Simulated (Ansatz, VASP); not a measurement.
# Pt: VASP beside Ansatz

Contents of INCAR:

```
PREC     = Accurate       # precision mode
ENCUT    = 520            # plane-wave cutoff, eV
EDIFF    = 1E-6           # SCF threshold, eV
ISMEAR   = 0              # smearing method
SIGMA    = 0.15           # smearing width, eV
LREAL    = False          # projectors in reciprocal space
LASPH    = True           # aspherical terms in the spheres
NELM     = 100            # most SCF steps
ALGO     = Fast           # electronic algorithm
ISIF     = 2              # what is computed and relaxed
LWAVE    = False          # write WAVECAR
LCHARG   = False          # write CHGCAR
GGA      = CA             # functional
NBANDS   = 11             # bands
```

Contents of KPOINTS:

```
regular mesh
0
Gamma
  22 22 22
```

File POSCAR:

```
Pt
1.0
   -1.5842200000      1.5842200000      1.5604567000
    1.5842200000     -1.5842200000      1.5604567000
    1.5842200000      1.5842200000     -1.5604567000
Pt
1
Direct
    0.0000000000      0.0000000000      0.0000000000
```

Input for Ansatz:

```yaml
crystal:
  lattice:
    - [-1.58422, 1.58422, 1.5604567]
    - [1.58422, -1.58422, 1.5604567]
    - [1.58422, 1.58422, -1.5604567]
  atoms:
    - { symbol: Pt, position: [0.0, 0.0, 0.0] }
basis:
  ecutwfc: 520.0
kpoints:
  mp_grid: { grid: [22, 22, 22] }
hamiltonian:
  xc: lda
scf:
  occupations: { method: gaussian, width: 0.15 }
output:
  forces: true
  stress: true
  eigenvalues: true
```

Change from the starting cell: strain +0.000 along x and y, -0.015 along z, atoms carried along.

Alike in both runs: task single point; functional LDA; k mesh 22 × 22 × 22; occupations gaussian, width 0.15 eV; no spin polarisation.

|  | VASP | Ansatz |
| --- | --- | --- |
| version | VASP 6.6.1 | Ansatz 0.2.0 |
| potentials or method | VASP PAW LDA potentials, release 64 (Pt), cutoff 520 eV | scalar-relativistic, plane waves, PAW |
| valence electrons in the cell | 10 | 18 |

VASP gave:

```
gap on the k mesh at the Fermi level (eV)                     : none
pressure (GPa)                                                : -12.0
traceless stress, the component that is largest in VASP (GPa) : -1.08
```

Task: What did Ansatz give for the same quantities?

Result: gap on the k mesh at the Fermi level (eV): none; pressure (GPa): -12.6; traceless stress, the component that is largest in VASP (GPa): -1.10.

LDA's correlation is that of Perdew and Zunger in VASP and of Perdew and Wang (1992) in Ansatz. A gap of «none» marks a metal or a gap that the smearing closes. VASP's potentials hold 10 valence electrons a cell and Ansatz's 18, so a difference there can come from the potentials and not from the codes.

Neither program's run includes spin-orbit coupling.
